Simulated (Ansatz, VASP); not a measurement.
Mg5SiSb2 in VASP and in Ansatz

INCAR

```
PREC     = Accurate       # precision mode
ENCUT    = 600            # plane-wave cutoff, eV
EDIFF    = 1E-6           # SCF threshold, eV
ISMEAR   = 0              # smearing method
SIGMA    = 0.1            # smearing width, eV
LREAL    = False          # projectors in reciprocal space
LASPH    = True           # aspherical terms in the spheres
NELM     = 100            # most SCF steps
ALGO     = Normal         # electronic algorithm
ISIF     = 3              # what is computed and relaxed
LWAVE    = False          # write WAVECAR
LCHARG   = False          # write CHGCAR
GGA      = PE             # functional
IBRION   = 2              # ionic algorithm
NSW      = 90             # ionic steps
EDIFFG   = -0.04          # ionic threshold
```

The input KPOINTS:

```
Automatic mesh
0
Gamma
  4 4 4
```

The input POSCAR:

```
Mg5SiSb2
1.0
    5.4448818358      0.0000000000      0.0000000000
    0.0000000000      5.4448818358      0.0000000000
    0.0000000000      0.0000000000      6.6475173685
Mg Si Sb
5 1 2
Direct
    0.0000000000      0.5000000000      0.0000000000
    0.5000000000      0.0000000000      0.0000000000
    0.0000000000      0.0000000000      0.5000000000
    0.0000000000      0.5000000000      0.5000000000
    0.5000000000      0.0000000000      0.5000000000
    0.0000000000      0.0000000000      0.0000000000
    0.5000000000      0.5000000000      0.7552154387
    0.5000000000      0.5000000000      0.2447845613
```

Input for Ansatz:

```yaml
crystal:
  lattice:
    - [5.4448818358, 0.0, 0.0]
    - [0.0, 5.4448818358, 0.0]
    - [0.0, 0.0, 6.6475173685]
  atoms:
    - { symbol: Mg, position: [0.0, 0.5, 0.0] }
    - { symbol: Mg, position: [0.5, 0.0, 0.0] }
    - { symbol: Mg, position: [0.0, 0.0, 0.5] }
    - { symbol: Mg, position: [0.0, 0.5, 0.5] }
    - { symbol: Mg, position: [0.5, 0.0, 0.5] }
    - { symbol: Si, position: [0.0, 0.0, 0.0] }
    - { symbol: Sb, position: [0.5, 0.5, 0.7552154387] }
    - { symbol: Sb, position: [0.5, 0.5, 0.2447845613] }
basis:
  ecutwfc: 420
kpoints:
  mp_grid: { grid: [4, 4, 4] }
hamiltonian:
  xc: pbe
scf:
  occupations: { method: gaussian, width: 0.1 }
  lower_state_search: "off"
output:
  forces: true
  stress: true
  eigenvalues: true
relax:
  adjacent_minimum: "off"
  f_tol: 0.04
  max_steps: 70
  cell: { stress_tol: 0.4 }
```

Alike in both runs: task relaxation of cell and atoms; functional PBE; k mesh 4 × 4 × 4; occupations gaussian, width 0.1 eV; no spin polarisation.

|  | VASP | Ansatz |
| --- | --- | --- |
| version | VASP 6.6.1 | Ansatz 0.2.0 |
| potentials or method | VASP PAW PBE potentials, release 64 (Mg, Si, Sb), cutoff 600 eV | scalar-relativistic, plane waves, PAW |
| valence electrons in the cell | 24 | 84 |

```csv
,VASP,Ansatz,Ansatz less VASP
"gap on the k mesh at the Fermi level, each at its own relaxed structure (eV)",none,none,-
relaxed volume (Å³/atom),24.42,24.57,+0.140
relaxed cell length with the largest relative difference (Å),6.379,6.399,+0.0198
```

A gap of «none» marks a metal or a gap that the smearing closes. VASP's potentials hold 24 valence electrons a cell and Ansatz's 84, so a difference there can come from the potentials and not from the codes.

Neither program's run includes spin-orbit coupling.
